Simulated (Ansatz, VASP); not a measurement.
## Two plane-wave programs on CdF2

The input INCAR:

```
ALGO = Normal
EDIFF = 1E-7
ENCUT = 520
GGA = RE
ISIF = 2
ISMEAR = 0
IVDW = 13
LASPH = True
LCHARG = False
LREAL = False
LWAVE = False
NBANDS = 20
NELM = 100
PREC = Accurate
SIGMA = 0.05
```

Contents of KPOINTS:

```
k-points
0
Gamma
  8 8 8
```

Contents of POSCAR:

```
CdF2
1.0
    0.0000000000      2.7238303942      2.7238303942
    2.7238303942      0.0000000000      2.7238303942
    2.7238303942      2.7238303942      0.0000000000
Cd F
1 2
Direct
    0.0000000000      0.0000000000      0.0000000000
    0.2500000000      0.2500000000      0.2500000000
    0.7500000000      0.7500000000      0.7500000000
```

Input for Ansatz:

```yaml
crystal:
  lattice:
    - [0.0, 2.7238303942, 2.7238303942]
    - [2.7238303942, 0.0, 2.7238303942]
    - [2.7238303942, 2.7238303942, 0.0]
  atoms:
    - { symbol: Cd, position: [0.0, 0.0, 0.0] }
    - { symbol: F, position: [0.25, 0.25, 0.25] }
    - { symbol: F, position: [0.75, 0.75, 0.75] }
basis:
  ecutwfc: 420
  ecutrho_ratio: 4
kpoints:
  mp_grid: { grid: [8, 8, 8] }
hamiltonian:
  xc: revpbe
  dispersion: d4
scf:
  occupations: { method: gaussian, width: 0.05 }
output:
  forces: true
  stress: true
  eigenvalues: true
```

Alike in both runs: task single point; functional revPBE; dispersion D4; k mesh 8 × 8 × 8; occupations gaussian, width 0.05 eV; no spin polarisation.

|  | VASP | Ansatz |
| --- | --- | --- |
| version | VASP 6.6.1 | Ansatz 0.2.0 |
| potentials or method | VASP PAW PBE potentials, release 64 (Cd, F), cutoff 520 eV | scalar-relativistic, plane waves, PAW |
| valence electrons in the cell | 26 | 34 |

```tsv
	VASP	Ansatz	Ansatz less VASP
gap on the k mesh at the Fermi level (eV)	3.11	3.14	+0.032
least direct gap on the mesh (eV)	3.65	3.68	+0.030
pressure (GPa)	2.1	1.5	-0.60
```

VASP's potentials were made for PBE, not for revPBE. VASP's potentials hold 26 valence electrons a cell and Ansatz's 34, so a difference there can come from the potentials and not from the codes.
